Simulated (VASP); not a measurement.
# BP (F-43m) in VASP: a series of runs

Runs on BP. Level: LDA. Tasks: single point.

All numbers are computed with VASP 6.6.1; they aren't measurements. Logs are shortened: lines on timing, memory, paths and dates and some standing lists are left out, and cuts for length are marked.

**1. The cell of the first run**

Symmetry: F-43m, No. 216, cubic system. Conventional cell: a = 4.491 Å, b = 4.491 Å, c = 4.491 Å, α = 90.00°, β = 90.00°, γ = 90.00°. B (site symmetry -43m) has 4 P at 1.94 Å within 2.6 Å. P (site symmetry -43m) has 4 B at 1.94 Å within 2.6 Å.

**2. Single point, LDA**

INCAR

```
SYSTEM = BP
  PREC = Accurate
  ENCUT = 520
  EDIFF = 1E-6
  ISMEAR = 0
  SIGMA = 0.05
  LREAL = .False.
  LASPH = .True.
  NELM = 60
  ALGO = Normal
  ISIF = 2
  LWAVE = .False.
  LCHARG = .False.
  NBANDS = 11
```

KPOINTS

```
Automatic mesh
0
Gamma
  8 8 8
  0 0 0
```

POSCAR

```
BP
1.0
    0.0000000000      2.2452813368      2.2452813368
    2.2452813368      0.0000000000      2.2452813368
    2.2452813368      2.2452813368      0.0000000000
B P
1 1
Direct
    0.0000000000      0.0000000000      0.0000000000
    0.7500000000      0.7500000000      0.7500000000
```

Potentials or basis: VASP PAW LDA potentials, release 64 (B, P).

On the command line:

```bash
$ cat potpaw_LDA.64/B/POTCAR potpaw_LDA.64/P/POTCAR > POTCAR
$ mpirun -np 1 vasp_std > vasp.out
```

OUTCAR:

```text
SYSTEM = BP
   PREC = Accurate
   ENCUT = 520
   EDIFF = 1E-6
   ISMEAR = 0
   LREAL = .False.
   LASPH = .True.
   NELM = 60
   ISIF = 2

 ion  position               nearest neighbor table
   1  0.000  0.000  0.000-   2 1.94   2 1.94   2 1.94   2 1.94
   2  0.750  0.750  0.750-   1 1.94   1 1.94   1 1.94   1 1.94

  LATTYP: Found a face centered cubic cell.
 ALAT       =     4.4905626736

  Lattice vectors:

 A1 = (   0.0000000000,   2.2452813368,   2.2452813368)
 A2 = (   2.2452813368,   0.0000000000,   2.2452813368)
 A3 = (   2.2452813368,   2.2452813368,   0.0000000000)

Analysis of symmetry for initial positions (statically):
=====================================================================
 Subroutine PRICEL returns:
 Original cell was already a primitive cell.

 Routine SETGRP: Setting up the symmetry group for a
 face centered cubic supercell.

 Subroutine GETGRP returns: Found 24 space group operations
 (whereof 24 operations were pure point group operations)
 out of a pool of 48 trial point group operations.

The static configuration has the point symmetry T_d .

Analysis of symmetry for dynamics (positions and initial velocities):
=====================================================================
 Subroutine PRICEL returns:
 Original cell was already a primitive cell.

 Routine SETGRP: Setting up the symmetry group for a
 face centered cubic supercell.

 Subroutine GETGRP returns: Found 24 space group operations
 (whereof 24 operations were pure point group operations)
 out of a pool of 48 trial point group operations.

The dynamic configuration has the point symmetry T_d .

 Subroutine INISYM returns: Found 24 space group operations
 (whereof 24 operations are pure point group operations),
 and found     1 'primitive' translations

----------------------------------------------------------------------------------------

                                     Primitive cell

  volume of cell :      22.6382

  direct lattice vectors                    reciprocal lattice vectors
     0.000000000  2.245281337  2.245281337    -0.222689242  0.222689242  0.222689242
     2.245281337  0.000000000  2.245281337     0.222689242 -0.222689242  0.222689242
     2.245281337  2.245281337  0.000000000     0.222689242  0.222689242 -0.222689242

  length of vectors
     3.175307318  3.175307318  3.175307318     0.385709082  0.385709082  0.385709082

  position of ions in fractional coordinates (direct lattice)
     0.000000000  0.000000000  0.000000000
     0.750000000  0.750000000  0.750000000

  ion indices of the primitive-cell ions
   primitive index   ion index
                 1           1
                 2           2

----------------------------------------------------------------------------------------

 KPOINTS: Automatic mesh

Automatic generation of k-mesh.
 Grid dimensions read from file:
 generate k-points for:    8    8    8

 Generating k-lattice:

  Cartesian coordinates                     Fractional coordinates (reciprocal lattice)
    -0.027836155  0.027836155  0.027836155     0.125000000  0.000000000  0.000000000
     0.027836155 -0.027836155  0.027836155     0.000000000  0.125000000  0.000000000
     0.027836155  0.027836155 -0.027836155     0.000000000  0.000000000  0.125000000

  Length of vectors
     0.048213635  0.048213635  0.048213635

  Shift w.r.t. Gamma in fractional coordinates (k-lattice)
     0.000000000  0.000000000  0.000000000

 Subroutine IBZKPT returns following result:
 ===========================================

 Found     29 irreducible k-points:

 Following reciprocal coordinates:
            Coordinates               Weight
  0.000000  0.000000  0.000000      1.000000
  0.125000  0.000000  0.000000      8.000000
  0.250000  0.000000  0.000000      8.000000
  0.375000  0.000000  0.000000      8.000000
  0.500000  0.000000  0.000000      4.000000
  0.125000  0.125000  0.000000      6.000000
[... 16 lines left out ...]
  0.500000  0.250000  0.125000     48.000000
 -0.375000  0.250000  0.125000     24.000000
 [... further k-points ...]
   k-points           NKPTS =     29   k-points in BZ     NKDIM =     29   number of bands    NBANDS=     11
   number of dos      NEDOS =    301   number of ions     NIONS =      2
   total plane-waves  NPLWV =  13824
   dimension x,y,z NGX =    24 NGY =   24 NGZ =   24
   dimension x,y,z NGXF=    48 NGYF=   48 NGZF=   48
   ions per type =               1   1
   NGX,Y,Z   is equivalent  to a cutoff of  12.57, 12.57, 12.57 a.u.
   NGXF,Y,Z  is equivalent  to a cutoff of  25.13, 25.13, 25.13 a.u.
 SYSTEM =  BP
   PREC   = accura    normal or accurate (medium, high low for compatibility)
   ISTART =      0    job   : 0-new  1-cont  2-samecut
   ICHARG =      2    charge: 1-file 2-atom 10-const
   ISPIN  =      1    spin polarized calculation?
   LNONCOLLINEAR =      F non collinear calculations
   LSORBIT =      F    spin-orbit coupling
   LASPH  =      T    aspherical Exc in radial PAW
   ENCUT  =  520.0 eV  38.22 Ry    6.18 a.u.   5.90  5.90  5.90*2*pi/ulx,y,z
   NELM   =     60;   NELMIN=  2; NELMDL= -5     # of ELM steps
   EDIFF  = 0.1E-05   stopping-criterion for ELM
   LREAL  =      F    real-space projection
   EDIFFG = 0.1E-04   stopping-criterion for IOM
   NSW    =      0    number of steps for IOM
   IBRION =     -1    ionic relax: 0-MD 1-quasi-New 2-CG
   NFREE  =      0    steps in history (QN), initial steepest desc. (CG)
   ISIF   =      2    stress and relaxation
   ISYM   =      2    0-nonsym 1-usesym 2-fastsym
   POTIM  = 0.5000    time-step for ionic-motion
   TEBEG  =    0.0;   TEEND  =   0.0 temperature during run
   PSTRESS=    0.0 pullay stress
   NELECT =       8.0000    total number of electrons
   NUPDOWN=      -1.0000    fix difference up-down
   EMIN   =  10.00;   EMAX   =-10.00  energy-range for DOS
   EFERMI =   0.00;   METHOD = LEGACY
   ISMEAR =     0;   SIGMA  =   0.05  broadening in eV -4-tet -1-fermi 0-gaus
   EFERMI_NEDOS =   21; number of points for ismear=-14 and -15
   IALGO  =     38    algorithm
   IMIX   =      4    mixing-type and parameters
     AMIX     =   0.40;   BMIX     =  1.00
     AMIX_MAG =   1.60;   BMIX_MAG =  1.00
  volume/ion in A,a.u.               =      11.32        76.39
  Fermi-wavevector in a.u.,A,eV,Ry     =   1.157419  2.187205 18.226630  1.339619
  Thomas-Fermi vector in A             =   2.294031
   LORBIT       =      0    0 simple, 1 ext, 2 COOP (PROOUT), +10 PAW based schemes
   GGA     = CA    functional components
   LHFCALC =     F    Hartree Fock is set to
   AEXX    =    0.0000 exact exchange contribution
   IVDW    =     0    specifies the selected vdW correction
   LEPSILON=     F    determine dielectric tensor
   LRPA    =     F    only Hartree local field effects (RPA)
 non-spin polarized calculation
 Gauss-broadening in eV      SIGMA  =   0.05
  energy-cutoff  :      520.00
  volume of cell :       22.64
 maximum number of plane-waves:       620
   NGX = 11   NGY = 11   NGZ = 11

 number of electron       8.0000001 magnetization

 Free energy of the ion-electron system (eV)
  ---------------------------------------------------
  ext. energy  EPLUGINS =         0.00000000
  ---------------------------------------------------
  free energy    TOTEN  =       -14.39742129 eV

  energy without entropy =      -14.39742129  energy(sigma->0) =      -14.39742129

 E-fermi :   8.0367     XC(G=0): -11.2183

 val. band max:        7.7869590550   @ k =   0.0000   0.0000   0.0000
 cond. band min:       8.9713883073   @ k =   0.3750   0.3750   0.0000
 fundamental gap:      1.1844292524
 Fermi energy:         8.0366722395

 k-point     1 :       0.0000    0.0000    0.0000
  band No.  band energies     occupation
      1      -7.8840      2.00000
      2       7.7870      2.00000
      3       7.7870      2.00000
      4       7.7870      2.00000
      5      11.2155      0.00000
      6      11.2155      0.00000
      7      11.2155      0.00000
      8      15.6410      0.00000
      9      19.2676      0.00000
     10      20.0613      0.00000
     11      20.0613      0.00000

 k-point     2 :       0.1250    0.0000    0.0000
  band No.  band energies     occupation
      1      -7.5959      2.00000
      2       5.9131      2.00000
      3       7.3493      2.00000
      4       7.3493      2.00000
      5      11.7849      0.00000
      6      11.8201      0.00000
      7      11.8201      0.00000
      8      16.3494      0.00000
      9      19.0859      0.00000
     10      19.0859      0.00000
     11      20.1197      0.00000

 k-point     3 :       0.2500    0.0000    0.0000
  band No.  band energies     occupation
      1      -6.7493      2.00000
      2       2.8703      2.00000
      3       6.6488      2.00000
      4       6.6488      2.00000
      5      11.9244      0.00000
      6      12.5877      0.00000
      7      12.5877      0.00000
      8      17.5615      0.00000
      9      18.8110      0.00000
     10      18.8110      0.00000
     11      20.8891      0.00000

 k-point     4 :       0.3750    0.0000    0.0000
  band No.  band energies     occupation
      1      -5.4447      2.00000
      2       0.0788      2.00000
      3       6.1659      2.00000
      4       6.1659      2.00000
      5      11.8152      0.00000
      6      12.6109      0.00000
      7      12.6109      0.00000
      8      17.9016      0.00000
      9      20.5227      0.00000
     10      20.5227      0.00000
     11      21.7313      0.00000

 k-point     5 :       0.5000    0.0000    0.0000
  band No.  band energies     occupation
      1      -4.4311      2.00000
      2      -1.4490      2.00000
      3       6.0011      2.00000
      4       6.0011      2.00000
      5      11.7601      0.00000
      6      12.4892      0.00000
      7      12.4892      0.00000
      8      17.8211      0.00000
      9      22.5686      0.00000
     10      22.5686      0.00000
     11      22.6421      0.00000
[... 211 lines left out ...]
 k-point    21 :       0.5000    0.5000    0.0000
  band No.  band energies     occupation
      1      -2.8879      2.00000
      2      -0.8599      2.00000
      3       3.5682      2.00000
      4       3.5682      2.00000
      5       9.0298      0.00000
      6       9.3138      0.00000
      7      20.0816      0.00000
      8      20.0816      0.00000
      9      23.1466      0.00000
     10      24.7746      0.00000
     11      26.0315      0.00000

 k-point    22 :       0.3750    0.2500    0.1250
  band No.  band energies     occupation
      1      -6.0068      2.00000
      2       2.8394      2.00000
      3       3.8854      2.00000
      4       5.7745      2.00000
      5      11.2307      0.00000
      6      13.7786      0.00000
      7      14.1058      0.00000
      8      15.4179      0.00000
      9      19.5506      0.00000
     10      21.7939      0.00000
     11      23.6096      0.00000

 k-point    23 :       0.5000    0.2500    0.1250
  band No.  band energies     occupation
      1      -4.7338      2.00000
      2       0.5958      2.00000
      3       3.2519      2.00000
      4       4.9687      2.00000
      5      11.8498      0.00000
      6      13.3159      0.00000
      7      15.1993      0.00000
      8      16.2353      0.00000
      9      20.3076      0.00000
     10      21.3263      0.00000
     11      25.0034      0.00000

 k-point    24 :      -0.3750    0.2500    0.1250
  band No.  band energies     occupation
      1      -3.7575      2.00000
      2      -0.8201      2.00000
      3       3.1867      2.00000
      4       4.5799      2.00000
      5      11.9076      0.00000
      6      13.0717      0.00000
      7      16.2473      0.00000
      8      17.6680      0.00000
      9      18.2970      0.00000
     10      22.3439      0.00000
     11      24.7120      0.00000

 [... further k-points ...]
[... 5 lines left out ...]
  --------------------------------------------------------------------------------------
  -------------------------------------------------------------------------------------
  Total       -0.0150995     -0.0150995     -0.0150995     -0.0000000      0.0000000      0.0000000
  in kB       -1.0686392     -1.0686392     -1.0686392     -0.0000000      0.0000000      0.0000000
  external PRESSURE =      -1.0686392 kB  Pullay stress =       0.0000000 kB

 VOLUME and BASIS-vectors are now :
 -----------------------------------------------------------------------------
  energy-cutoff  :      520.00
  volume of cell :       22.64
      direct lattice vectors                 reciprocal lattice vectors
     0.000000000  2.245281337  2.245281337    -0.222689242  0.222689242  0.222689242
     2.245281337  0.000000000  2.245281337     0.222689242 -0.222689242  0.222689242
     2.245281337  2.245281337  0.000000000     0.222689242  0.222689242 -0.222689242

 POSITION                                       TOTAL-FORCE (eV/Angst)
 -----------------------------------------------------------------------------------
      0.00000      0.00000      0.00000        -0.000000      0.000000     -0.000000
      3.36792      3.36792      3.36792         0.000000     -0.000000      0.000000
 -----------------------------------------------------------------------------------
    total drift:                               -0.000000     -0.000000     -0.000000

  FREE ENERGIE OF THE ION-ELECTRON SYSTEM (eV)
  ---------------------------------------------------
  free  energy   TOTEN  =       -14.3974212872 eV

  energy  without entropy=      -14.3974212872  energy(sigma->0) =      -14.39742129
```

It took 6.9 s on 1 thread of Intel Xeon 6975P-C, shared host; peak memory 0.12 GiB.

Results:

* Free energy: -14.3974 eV
* Pressure: -0.1 GPa
* Band gap on the k mesh: 1.18 eV, indirect (least direct gap 3.43 eV)

**3. Single point, LDA (volume scaled by 1.02)**

INCAR

```
SYSTEM = BP
PREC = Accurate
ENCUT = 520
EDIFF = 1E-6
ISMEAR = 0
SIGMA = 0.05
LREAL = .False.
LASPH = .True.
NELM = 100
ALGO = Normal
ISIF = 2
LWAVE = .False.
LCHARG = .False.
GGA = CA
NBANDS = 11
```

KPOINTS is that of step 2.

POSCAR

```
BP
1.0
    0.0000000000      2.2601511830      2.2601511830
    2.2601511830      0.0000000000      2.2601511830
    2.2601511830      2.2601511830      0.0000000000
B P
1 1
Direct
    0.0000000000      0.0000000000      0.0000000000
    0.7500000000      0.7500000000      0.7500000000
```

Potentials or basis: VASP PAW LDA potentials, release 64 (B, P).

On the command line:

```bash
$ cat potpaw_LDA.64/B/POTCAR potpaw_LDA.64/P/POTCAR > POTCAR
$ mpirun -np 1 vasp_std > vasp.out
```

It took 6.3 s on 1 thread of Intel Xeon 6975P-C, shared host; peak memory 0.12 GiB.

It converged, with:

```yaml
Free_energy: -14.3926 eV
Pressure: -3.4 GPa
Band_gap_on_the_k_mesh: 1.20 eV, indirect (least direct gap 3.40 eV)
```

Levels at points of the mesh, in eV from the valence-band top:
```tsv
k point	band 1	band 2	band 3	band 4	band 5	band 6	band 7	band 8	band 9
(0.00, 0.00, 0.00)	-15.49	0.00	0.00	0.00	3.40	3.40	3.40	7.55	11.34
(0.50, 0.00, 0.00)	-12.12	-9.09	-1.76	-1.76	3.85	4.69	4.69	9.96	14.65
(0.50, 0.50, 0.00)	-10.60	-8.55	-4.15	-4.15	1.28	1.54	12.11	12.11	15.12
```

 A k mesh can miss the band edges.
